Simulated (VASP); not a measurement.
Wanted: the native input for a VASP 6.6.1 run.

* Task: single point
* Functional: PBE
* Potentials or basis: VASP PAW PBE potentials, release 64 (Bi_d, Se)
* Cutoff: 520 eV
* k mesh: 8 × 8 × 8
* Occupations: fermi-dirac, width 0.05 eV
* Spin: no spin polarisation
* Dipole correction: no
* Further INCAR settings: ALGO = Normal; EDIFF = 1e-06; NBANDS = 32

The structure of Bi2Se3 (Paraguanajuatite) lies in POSCAR:

```
Bi2Se3
1.0
    2.0575968965      1.1879541221      9.4812687632
   -2.0575968965      1.1879541221      9.4812687632
    0.0000000000     -2.3759082442      9.4812687632
Bi Se
2 3
Direct
    0.5992000000      0.5992000000      0.5992000000
    0.4008000000      0.4008000000      0.4008000000
    0.7883000000      0.7883000000      0.7883000000
    0.2117000000      0.2117000000      0.2117000000
    0.0000000000      0.0000000000      0.0000000000
```

These files were run (other wordings do the same):

INCAR

```
SYSTEM = Bi2Se3
ALGO = Normal
EDIFF = 1E-6
ENCUT = 520
GGA = PE
ISIF = 2
ISMEAR = -1
LASPH = .TRUE.
LCHARG = .TRUE.
LELF = .TRUE.
LREAL = .FALSE.
LVHAR = .TRUE.
LWAVE = .FALSE.
NBANDS = 32
NELM = 80
PREC = Accurate
SIGMA = 0.05
```

KPOINTS

```
k-points
0
G
  8 8 8
  0 0 0
```

Potentials or basis: VASP PAW PBE potentials, release 64 (Bi_d, Se).

Launch:

```console
$ cat potpaw_PBE.64/Bi_d/POTCAR potpaw_PBE.64/Se/POTCAR > POTCAR
$ mpirun -np 1 vasp_std > vasp.out
```

It gave:

```
Pressure               : 4.0 GPa
Largest force          : 0.335 eV/Å
Band gap on the k mesh : 0.20 eV, direct
```

Caveat: spin-orbit coupling is left out, which moves the levels of the heavy elements.

Wall time 17 min on 1 thread of Intel(R) Xeon(R) 6975P-C (Granite Rapids) (shared host), peak memory 1 GiB.
